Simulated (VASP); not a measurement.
**Fe: single point with PBE**

The system is Fe.

```xyz
1
Lattice="-1.2600 1.4158 1.3167 1.2600 -1.4158 1.3167 1.2600 1.4158 -1.3167" Properties=species:S:1:pos:R:3 pbc="T T T"
Fe    0.0000    0.0000    0.0000
```

This cell differs from its parent crystal: normal strain along x -0.1100, normal strain along z -0.0700.

```json
{
 "Program": "VASP 6.6.1",
 "Task": "single point",
 "Functional": "PBE",
 "Potentials or basis": "VASP PAW PBE potentials, release 64 (Fe)",
 "Cutoff": "520 eV",
 "k mesh": "10 × 10 × 10",
 "Occupations": "gaussian, width 0.15 eV",
 "Spin": "collinear spin, ferromagnetic start",
 "Starting moments": "[2.44] μB",
 "Dipole correction": "no",
 "Further INCAR settings": "ALGO = Normal; EDIFF = 1e-06; NBANDS = 14"
}
```

```
Pressure                                              : 55.5 GPa
Net moment                                            : 1.77 μB per cell
Site moments                                          : Fe +1.73 μB
Valence electrons inside the program's atomic spheres : Fe 7.75
```

Stress tensor (GPa, compression positive):
```
65.10  0.00  0.00
 0.00 45.70  0.00
 0.00  0.00 55.59
```

Levels at points of the mesh, in eV from the Fermi level:
Spin up:
| k point | band 2 | band 3 | band 4 | band 5 | band 6 | band 7 | band 8 | band 9 |
| --- | --- | --- | --- | --- | --- | --- | --- | --- |
| (0.00, 0.00, 0.00) | -3.06 | -2.69 | -2.26 | -1.52 | -0.85 | 25.35 | 26.89 | 28.30 |
| (0.50, 0.00, 0.00) | -3.65 | -1.63 | -0.84 | -0.08 | 0.75 | 8.67 | 21.12 | 25.48 |
| (0.00, 0.50, 0.00) | -4.71 | -0.74 | -0.34 | 0.94 | 1.11 | 9.97 | 18.71 | 21.22 |
| (0.50, 0.50, 0.00) | -4.08 | -1.50 | -0.40 | 0.40 | 0.79 | 9.19 | 20.14 | 23.78 |
| (0.50, 0.50, 0.50) | -6.00 | 0.34 | 0.53 | 0.65 | 8.74 | 11.75 | 13.78 | 16.30 |
Spin down:
| k point | band 1 | band 2 | band 3 | band 4 | band 5 | band 6 | band 7 | band 8 |
| --- | --- | --- | --- | --- | --- | --- | --- | --- |
| (0.00, 0.00, 0.00) | -9.47 | -1.73 | -1.26 | -0.65 | 0.67 | 1.69 | 25.20 | 26.83 |
| (0.50, 0.00, 0.00) | -5.06 | -2.27 | 0.10 | 0.43 | 1.57 | 2.50 | 9.79 | 21.16 |
| (0.00, 0.50, 0.00) | -5.09 | -3.52 | 1.31 | 1.61 | 1.95 | 2.58 | 11.13 | 18.95 |
| (0.50, 0.50, 0.00) | -5.06 | -2.77 | 0.59 | 0.76 | 1.87 | 2.49 | 10.33 | 20.24 |
| (0.50, 0.50, 0.50) | -4.78 | -4.50 | 2.13 | 2.19 | 2.23 | 9.00 | 12.03 | 14.06 |

It took 30 s on 1 thread of Intel(R) Xeon(R) Platinum 8488C (Sapphire Rapids) (shared host), peak memory 0.15 GiB.

Caveat: the cell differs from its parent crystal (normal strain along x -0.1100, normal strain along z -0.0700).
